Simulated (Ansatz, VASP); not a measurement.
# TaN: VASP beside Ansatz

```xyz
8
Lattice="-3.1036 0.0000 0.0000 -1.5518 -2.6878 0.0000 0.0000 0.0000 12.0201" Properties=species:S:1:pos:R:3 pbc="T T T"
Ta   -1.5518   -0.8959    0.1788
Ta   -1.5518   -0.8959    6.1888
Ta   -3.1036   -1.7919    3.1838
Ta   -3.1036   -1.7919    9.1939
N    -1.5518   -0.8959    2.1351
N    -1.5518   -0.8959    8.1451
N    -3.1036   -1.7919    5.1401
N    -3.1036   -1.7919   11.1501
```

Alike in both runs: task single point; functional LDA; k mesh 14 × 14 × 4; occupations gaussian, width 0.15 eV; no spin polarisation.

|  | VASP | Ansatz |
| --- | --- | --- |
| version | VASP 6.6.1 | Ansatz 0.2.0 |
| potentials or method | VASP PAW LDA potentials, release 64 (Ta_sv_GW, N), cutoff 600 eV | scalar-relativistic, plane waves, PAW |
| valence electrons in the cell | 72 | 72 |

```csv
,VASP,Ansatz,Ansatz less VASP
gap on the k mesh at the Fermi level (eV),none,none,-
pressure (GPa),0.9,0.0,-0.91
"traceless stress, the component that is largest in VASP (GPa)",0.36,0.03,-0.335
rms of the force components (eV/Å),0.007,0.001,-0.0059
```

LDA's correlation is that of Perdew and Zunger in VASP and of Perdew and Wang (1992) in Ansatz. Atom by atom the forces differ by 0.009 eV/Å (rms over components). A gap of «none» marks a metal or a gap that the smearing closes.

Spin-orbit coupling is off throughout.
